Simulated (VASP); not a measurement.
The system is BaTiO3 (Barioperovskite).

```
Ba Ti O
1.0
     3.98550    0.00000    0.00000
     0.00000    2.83690    2.84515
     0.00000   -2.83690    2.84515
Ba Ti O
1 1 3
Cartesian
  0.0000 0.0000 0.0000
  1.9928 0.0000 2.9157
  0.0000 0.0000 2.7735
  1.9928 -1.3804 4.2594
  1.9928 1.3804 4.2594
```

| Item | Value |
| --- | --- |
| Program | VASP 6.6.1 |
| Task | relaxation of cell and atoms |
| Functional | PBEsol |
| Potentials or basis | VASP PAW PBE potentials, release 64 (Ba_sv, Ti_sv, O) |
| Cutoff | 600 eV |
| k mesh | 8 × 8 × 8 |
| Occupations | gaussian, width 0.05 eV |
| Spin | no spin polarisation |

At the start: pressure -2.3 GPa; volume 12.87 Å³/atom.

Q: Where does the relaxation end?

A: Over 15 steps the energy falls by 6.1 meV/atom and the volume is 12.83 Å³/atom (-0.3 %); space group Amm2 (No. 38, to 0.05 Å).

Step by step:
| step | energy change (eV) | largest force (eV/Å) | pressure (GPa) | volume (Å³) |
| --- | --- | --- | --- | --- |
| 1 | 0.0000 | 0.2788 | -2.28 | 64.34 |
| 2 | -0.0074 | 0.1887 | 2.80 | 62.64 |
| 3 | -0.0118 | 0.2063 | 0.81 | 63.28 |
| 4 | -0.0195 | 0.1552 | 0.66 | 63.43 |
| 5 | -0.0274 | 0.0857 | 0.38 | 63.83 |
| 6 | -0.0275 | 0.0755 | 0.36 | 63.79 |
| 7 | -0.0291 | 0.0985 | -0.58 | 64.20 |
| 8 | -0.0292 | 0.0948 | -0.45 | 64.13 |
| 9 | -0.0297 | 0.0378 | 0.43 | 63.91 |
| 10 | -0.0299 | 0.0432 | 0.14 | 63.99 |
| 11 | -0.0303 | 0.0238 | 0.09 | 64.06 |
| 12 | -0.0304 | 0.0452 | -0.01 | 64.17 |
| 13 | -0.0304 | 0.0263 | 0.00 | 64.13 |
| 14 | -0.0306 | 0.0120 | 0.01 | 64.16 |
| 15 | -0.0306 | 0.0074 | 0.02 | 64.17 |

Final structure:
```cif
data_structure
_symmetry_space_group_name_H-M 'P 1'
_symmetry_Int_Tables_number 1
_cell_length_a 3.9599
_cell_length_b 4.0257
_cell_length_c 4.0257
_cell_angle_alpha 89.769
_cell_angle_beta 90.000
_cell_angle_gamma 90.000
_cell_volume 64.17
loop_
_atom_site_label
_atom_site_type_symbol
_atom_site_fract_x
_atom_site_fract_y
_atom_site_fract_z
_atom_site_occupancy
Ba1 Ba 0.00000 0.00674 0.00674 1
Ti1 Ti 0.50000 0.52080 0.52080 1
O1 O 0.00000 0.49166 0.49166 1
O2 O 0.50000 0.49399 0.98368 1
O3 O 0.50000 0.98368 0.49399 1
```

Caveat: the PAW data sets were made with another functional, which shifts forces and pressure a little.
